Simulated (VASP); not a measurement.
# Mo in VASP: single point with LDA

Aim: the single point of Mo with LDA.

All numbers are computed with VASP 6.6.1; they aren't measurements. Logs are shortened: lines on timing, memory, paths and dates and some standing lists are left out, and cuts for length are marked.

### Step 1. The cell of the first run

The typed cell holds 1 atom: a = 2.770 Å, b = 2.770 Å, c = 3.199 Å, α = 54.73°, β = 54.73°, γ = 70.53°.

### Step 2. Single point, LDA

INCAR

```
SYSTEM = Mo
PREC     = Accurate       ! precision mode
ENCUT    = 520            ! plane-wave cutoff, eV
EDIFF    = 1E-7           ! SCF threshold, eV
ISMEAR   = 0              ! smearing method
SIGMA    = 0.15           ! smearing width, eV
LREAL    = .False.        ! projectors in reciprocal space
LASPH    = .True.         ! aspherical terms in the spheres
NELM     = 100            ! most SCF steps
ALGO     = Fast           ! electronic algorithm
ISIF     = 2              ! what is computed and relaxed
LWAVE    = .False.        ! write WAVECAR
LCHARG   = .False.        ! write CHGCAR
GGA      = CA             ! functional
NBANDS   = 13             ! bands
```

KPOINTS

```
regular mesh
0
Gamma
  22 22 22
  0 0 0
```

POSCAR

```
Mo
1.0
    0.0000000000      2.2618748894      1.5991455468
    2.2618748894      0.0000000000      1.5991455468
    2.2618748894      2.2618748894      0.0000000000
Mo
1
Direct
    0.0000000000      0.0000000000      0.0000000000
```

Potentials or basis: VASP PAW LDA potentials, release 64 (Mo_sv).

Run with:

```
> cat potpaw_LDA.64/Mo_sv/POTCAR > POTCAR
> mpirun -np 1 vasp_std > vasp.out
```

OUTCAR:

```text
SYSTEM = Mo
   PREC = Accurate
   ENCUT = 520
   EDIFF = 1E-7
   ISMEAR = 0
   LREAL = .False.
   LASPH = .True.
   NELM = 100
   ISIF = 2
   GGA = CA

 ion  position               nearest neighbor table
   1  0.000  0.000  0.000-

  LATTYP: Found a body centered tetragonal cell.
 ALAT       =     3.1987741450
 C/A-ratio  =     0.9998489886

  Lattice vectors:

 A1 = (   0.0000000000,  -2.2618748894,  -1.5991455468)
 A2 = (   0.0000000000,   2.2618748894,  -1.5991455468)
 A3 = (   2.2618748894,   0.0000000000,   1.5991455468)

Analysis of symmetry for initial positions (statically):
=====================================================================
 Subroutine PRICEL returns:
 Original cell was already a primitive cell.

 Routine SETGRP: Setting up the symmetry group for a
 body centered tetragonal supercell.

 Subroutine GETGRP returns: Found 16 space group operations
 (whereof 16 operations were pure point group operations)
 out of a pool of 16 trial point group operations.

The static configuration has the point symmetry D_4h.

Analysis of symmetry for dynamics (positions and initial velocities):
=====================================================================
 Subroutine PRICEL returns:
 Original cell was already a primitive cell.

 Routine SETGRP: Setting up the symmetry group for a
 body centered tetragonal supercell.

 Subroutine GETGRP returns: Found 16 space group operations
 (whereof 16 operations were pure point group operations)
 out of a pool of 16 trial point group operations.

The dynamic configuration has the point symmetry D_4h.

 Subroutine INISYM returns: Found 16 space group operations
 (whereof 16 operations are pure point group operations),
 and found     1 'primitive' translations

----------------------------------------------------------------------------------------

                                     Primitive cell

  volume of cell :      16.3627

  direct lattice vectors                    reciprocal lattice vectors
     0.000000000  2.261874889  1.599145547    -0.221055551  0.221055551  0.312666975
     2.261874889  0.000000000  1.599145547     0.221055551 -0.221055551  0.312666975
     2.261874889  2.261874889  0.000000000     0.221055551  0.221055551 -0.312666975

  length of vectors
     2.770080233  2.770080233  3.198774145     0.442144490  0.442144490  0.442144490

  position of ions in fractional coordinates (direct lattice)
     0.000000000  0.000000000  0.000000000

  ion indices of the primitive-cell ions
   primitive index   ion index
                 1           1

----------------------------------------------------------------------------------------

 KPOINTS: regular mesh

Automatic generation of k-mesh.
 Grid dimensions read from file:
 generate k-points for:   22   22   22

 Generating k-lattice:

  Cartesian coordinates                     Fractional coordinates (reciprocal lattice)
    -0.010047980  0.010047980  0.014212135     0.045454545  0.000000000  0.000000000
     0.010047980 -0.010047980  0.014212135     0.000000000  0.045454545  0.000000000
     0.010047980  0.010047980 -0.014212135     0.000000000  0.000000000  0.045454545

  Length of vectors
     0.020097477  0.020097477  0.020097477

  Shift w.r.t. Gamma in fractional coordinates (k-lattice)
     0.000000000  0.000000000  0.000000000

 Subroutine IBZKPT returns following result:
 ===========================================

 Found    834 irreducible k-points:

 Following reciprocal coordinates:
            Coordinates               Weight
  0.000000  0.000000  0.000000      1.000000
  0.045455 -0.000000  0.000000      8.000000
  0.090909 -0.000000  0.000000      8.000000
  0.136364 -0.000000  0.000000      8.000000
  0.181818  0.000000  0.000000      8.000000
  0.227273  0.000000  0.000000      8.000000
[... 16 lines left out ...]
  0.500000  0.045455  0.000000      8.000000
 -0.454545  0.045455  0.000000      8.000000
 [... further k-points ...]
   k-points           NKPTS =    834   k-points in BZ     NKDIM =    834   number of bands    NBANDS=     13
   number of dos      NEDOS =    301   number of ions     NIONS =      1
   total plane-waves  NPLWV =  13824
   dimension x,y,z NGX =    24 NGY =   24 NGZ =   24
   dimension x,y,z NGXF=    48 NGYF=   48 NGZF=   48
   ions per type =               1
   NGX,Y,Z   is equivalent  to a cutoff of  14.40, 14.40, 12.47 a.u.
   NGXF,Y,Z  is equivalent  to a cutoff of  28.81, 28.81, 24.95 a.u.
 SYSTEM =  Mo
   PREC   = accura    normal or accurate (medium, high low for compatibility)
   ISTART =      0    job   : 0-new  1-cont  2-samecut
   ICHARG =      2    charge: 1-file 2-atom 10-const
   ISPIN  =      1    spin polarized calculation?
   LNONCOLLINEAR =      F non collinear calculations
   LSORBIT =      F    spin-orbit coupling
   LASPH  =      T    aspherical Exc in radial PAW
   ENCUT  =  520.0 eV  38.22 Ry    6.18 a.u.   5.15  5.15  5.95*2*pi/ulx,y,z
   NELM   =    100;   NELMIN=  2; NELMDL= -5     # of ELM steps
   EDIFF  = 0.1E-06   stopping-criterion for ELM
   LREAL  =      F    real-space projection
   EDIFFG = 0.1E-05   stopping-criterion for IOM
   NSW    =      0    number of steps for IOM
   IBRION =     -1    ionic relax: 0-MD 1-quasi-New 2-CG
   NFREE  =      0    steps in history (QN), initial steepest desc. (CG)
   ISIF   =      2    stress and relaxation
   ISYM   =      2    0-nonsym 1-usesym 2-fastsym
   POTIM  = 0.5000    time-step for ionic-motion
   TEBEG  =    0.0;   TEEND  =   0.0 temperature during run
   PSTRESS=    0.0 pullay stress
   NELECT =      14.0000    total number of electrons
   NUPDOWN=      -1.0000    fix difference up-down
   EMIN   =  10.00;   EMAX   =-10.00  energy-range for DOS
   EFERMI =   0.00;   METHOD = LEGACY
   ISMEAR =     0;   SIGMA  =   0.15  broadening in eV -4-tet -1-fermi 0-gaus
   EFERMI_NEDOS =   21; number of points for ismear=-14 and -15
   IALGO  =     68    algorithm
   IMIX   =      4    mixing-type and parameters
     AMIX     =   0.40;   BMIX     =  1.00
     AMIX_MAG =   1.60;   BMIX_MAG =  1.00
  volume/ion in A,a.u.               =      16.36       110.42
  Fermi-wavevector in a.u.,A,eV,Ry     =   1.554172  2.936960 32.864208  2.415451
  Thomas-Fermi vector in A             =   2.658297
   LORBIT       =      0    0 simple, 1 ext, 2 COOP (PROOUT), +10 PAW based schemes
   GGA     = CA    functional components
   LHFCALC =     F    Hartree Fock is set to
   AEXX    =    0.0000 exact exchange contribution
   IVDW    =     0    specifies the selected vdW correction
   LEPSILON=     F    determine dielectric tensor
   LRPA    =     F    only Hartree local field effects (RPA)
 non-spin polarized calculation
 RMM-DIIS sequential band-by-band and
 Gauss-broadening in eV      SIGMA  =   0.15
  energy-cutoff  :      520.00
  volume of cell :       16.36
 maximum number of plane-waves:       466
 NGX is ok and might be reduce to    24
   NGX = 11   NGY = 11   NGZ = 11

 number of electron      13.9999999 magnetization

 Free energy of the ion-electron system (eV)
  ---------------------------------------------------
  ext. energy  EPLUGINS =         0.00000000
  ---------------------------------------------------
  free energy    TOTEN  =       -12.05321831 eV

  energy without entropy =      -12.04529205  energy(sigma->0) =      -12.04925518

 E-fermi :  11.7196     XC(G=0): -13.3501

 val. band max:       11.7188144619   @ k =   0.3182   0.1818   0.0000
 cond. band min:      11.7197100365   @ k =  -0.3182   0.1818   0.0000
 fundamental gap:      0.0008955746
 Fermi energy:        11.7196049540

 k-point     1 :       0.0000    0.0000    0.0000
  band No.  band energies     occupation
      1     -49.1943      2.00000
      2     -22.7343      2.00000
      3     -22.7343      2.00000
      4     -22.7342      2.00000
      5       4.6638      2.00000
      6      10.4467      2.00000
      7      10.4483      2.00000
      8      10.4483      2.00000
      9      13.2769      0.00000
     10      13.2790      0.00000
     11      26.4934      0.00000
     12      26.4934      0.00000
     13      26.4962      0.00000

 k-point     2 :       0.0455   -0.0000    0.0000
  band No.  band energies     occupation
      1     -49.1899      2.00000
      2     -22.7608      2.00000
      3     -22.7425      2.00000
      4     -22.7344      2.00000
      5       4.7516      2.00000
      6      10.3989      2.00000
      7      10.4414      2.00000
      8      10.5287      2.00000
      9      13.2062      0.00000
     10      13.2789      0.00000
     11      26.5598      0.00000
     12      26.6403      0.00000
     13      26.6611      0.00000

 k-point     3 :       0.0909   -0.0000    0.0000
  band No.  band energies     occupation
      1     -49.1768      2.00000
      2     -22.8380      2.00000
      3     -22.7666      2.00000
      4     -22.7349      2.00000
      5       5.0075      2.00000
      6      10.2603      2.00000
      7      10.4124      2.00000
      8      10.7701      2.00000
      9      13.0281      0.00000
     10      13.2853      0.00000
     11      26.7274      0.00000
     12      27.0725      0.00000
     13      27.0999      0.00000
[... 305 lines left out ...]
 k-point    23 :       0.5000    0.0455    0.0000
  band No.  band energies     occupation
      1     -48.9655      2.00000
      2     -23.9577      2.00000
      3     -23.1392      2.00000
      4     -22.7611      2.00000
      5       6.7388      2.00000
      6       8.6209      2.00000
      7      12.4823      0.00000
      8      13.1446      0.00000
      9      14.6678      0.00000
     10      16.1875      0.00000
     11      22.6366      0.00000
     12      23.8705      0.00000
     13      28.2846      0.00000

 k-point    24 :      -0.4545    0.0455    0.0000
  band No.  band energies     occupation
      1     -48.9702      2.00000
      2     -23.9344      2.00000
      3     -23.1314      2.00000
      4     -22.7610      2.00000
      5       6.7702      2.00000
      6       8.6524      2.00000
      7      12.2843      0.00000
      8      13.1937      0.00000
      9      14.5224      0.00000
     10      15.9926      0.00000
     11      22.9165      0.00000
     12      23.9969      0.00000
     13      28.5811      0.00000

 [... further k-points ...]
[... 5 lines left out ...]
  --------------------------------------------------------------------------------------
  -------------------------------------------------------------------------------------
  Total       -1.9850017     -1.9850017     -1.9808515      0.0000000      0.0000000      0.0000000
  in kB     -194.3642178   -194.3642178   -193.9578498      0.0000000      0.0000000      0.0000000
  external PRESSURE =    -194.2287618 kB  Pullay stress =       0.0000000 kB

 VOLUME and BASIS-vectors are now :
 -----------------------------------------------------------------------------
  energy-cutoff  :      520.00
  volume of cell :       16.36
      direct lattice vectors                 reciprocal lattice vectors
     0.000000000  2.261874889  1.599145547    -0.221055551  0.221055551  0.312666975
     2.261874889  0.000000000  1.599145547     0.221055551 -0.221055551  0.312666975
     2.261874889  2.261874889  0.000000000     0.221055551  0.221055551 -0.312666975

 POSITION                                       TOTAL-FORCE (eV/Angst)
 -----------------------------------------------------------------------------------
      0.00000      0.00000      0.00000         0.000000      0.000000      0.000000
 -----------------------------------------------------------------------------------
    total drift:                                0.000000      0.000000      0.000000

  FREE ENERGIE OF THE ION-ELECTRON SYSTEM (eV)
  ---------------------------------------------------
  free  energy   TOTEN  =       -12.0532183094 eV

  energy  without entropy=      -12.0452920528  energy(sigma->0) =      -12.04925518
```

Run time: 3.9 min. Hardware: 1 thread of Intel Xeon 8259CL, shared host; peak memory 0.27 GiB.

What came out:

```yaml
Free_energy: -12.0532 eV
Pressure: -19.4 GPa
Band_gap_on_the_k_mesh: zero (bands 7 and 8 overlap by 5.04 eV)
```

Levels at points of the mesh, in eV from the Fermi level:
| k point | band 3 | band 4 | band 5 | band 6 | band 7 | band 8 | band 9 | band 10 | band 11 | band 12 |
| --- | --- | --- | --- | --- | --- | --- | --- | --- | --- | --- |
| (0.00, 0.00, 0.00) | -34.45 | -34.45 | -7.06 | -1.27 | -1.27 | -1.27 | 1.56 | 1.56 | 14.77 | 14.77 |
| (0.50, 0.00, 0.00) | -34.85 | -34.46 | -5.05 | -3.19 | 1.53 | 1.57 | 2.15 | 4.48 | 10.96 | 11.89 |
| (0.50, 0.50, 0.00) | -35.31 | -35.31 | -5.11 | -5.11 | 3.77 | 3.77 | 3.77 | 8.72 | 8.72 | 8.73 |
| (0.50, 0.00, 0.50) | -34.85 | -34.46 | -5.05 | -3.18 | 1.53 | 1.57 | 2.15 | 4.48 | 10.96 | 11.89 |

Caveat: the cell stands under tension.
